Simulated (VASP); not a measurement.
Crystal: Ga.

```
Ga
1.0
     1.39216   -4.05317    0.00000
     1.39216    4.05317    0.00000
    -0.11823    0.00000    3.35198
Ga
2
Direct
  0.13100 0.86900 0.75000
  0.86900 0.13100 0.25000
```

Base run:

```yaml
Program: VASP 6.6.1
Functional: PBEsol
Potentials_or_basis: VASP PAW PBE potentials, release 64 (Ga_d)
Cutoff: 520 eV
k_mesh: 10 × 10 × 8
Occupations: fermi-dirac, width 0.05 eV
Spin: no spin polarisation
```

Its results: band gap on the k mesh zero (bands 13 and 14 overlap by 8.25 eV); pressure -2.9 GPa; largest force 0.189 eV/Å.

The run is repeated on the same cell with these changes: functional from PBEsol to LDA; potentials or basis from VASP PAW PBE potentials, release 64 (Ga_d) to VASP PAW LDA potentials, release 64 (Ga_d). What comes out?

Band gap on the k mesh zero (bands 13 and 14 overlap by 8.17 eV); pressure -4.8 GPa; largest force 0.173 eV/Å.

Caveats: the PAW data sets were made with another functional, which shifts forces and pressure a little (at least some runs); the cell stands under tension (at least some runs).
